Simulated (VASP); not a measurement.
# AlFe2: single point with PBEsol

The system is AlFe2.

```
Al Fe
1.0
     0.00000    3.45950    3.45950
     3.45950    0.00000    3.45950
     3.45950    3.45950    0.00000
Al Fe
2 4
Direct
  0.25000 0.25000 0.25000
  0.00000 0.00000 0.00000
  0.62500 0.12500 0.62500
  0.62500 0.62500 0.12500
  0.12500 0.62500 0.62500
  0.62500 0.62500 0.62500
```

| Property | Result |
| --- | --- |
| Program | VASP 6.6.1 |
| Task | single point |
| Functional | PBEsol |
| Potentials or basis | VASP PAW PBE potentials, release 64 (Al, Fe) |
| Cutoff | 520 eV |
| k mesh | 10 × 10 × 10 |
| Occupations | gaussian, width 0.1 eV |
| Spin | collinear spin, ferromagnetic start |
| Starting moments | [0.0, 0.0, 4.0, 4.0, 4.0, 4.0] μB |

```
Pressure                                              : -15.8 GPa
Net moment                                            : 8.32 μB per cell
Site moments                                          : Al -0.05; Fe +2.13 μB
Valence electrons inside the program's atomic spheres : Al 0.70; Fe 7.21
```

Levels at points of the mesh, in eV from the Fermi level:
Spin up:
```tsv
k point	band 20	band 21	band 22	band 23	band 24	band 25	band 26	band 27
(0.00, 0.00, 0.00)	-0.26	-0.26	-0.12	0.39	0.39	0.39	2.83	2.83
(0.50, 0.00, 0.00)	-0.96	-0.96	0.24	0.24	0.39	0.97	1.59	2.76
(0.50, 0.50, 0.00)	-1.03	-1.01	-1.01	-0.30	-0.30	0.76	0.76	7.12
```
Spin down:
```
           k point  band 13  band 14  band 15  band 16  band 17  band 18
(0.00, 0.00, 0.00)    -0.19    -0.18     1.18     1.18     1.18     1.27
(0.50, 0.00, 0.00)    -0.50    -0.50    -0.26    -0.26     1.12     1.19
(0.50, 0.50, 0.00)    -0.39    -0.39    -0.33    -0.33     0.18     0.18
```

It took 5.4 min on 1 thread of Intel(R) Xeon(R) Platinum 8259CL CPU @ 2.50GHz (Skylake/Cascade Lake), on a shared host, peak memory 0.35 GiB.

Caveat: the cell stands under tension; the PAW data sets were made with another functional, which shifts forces and pressure a little.
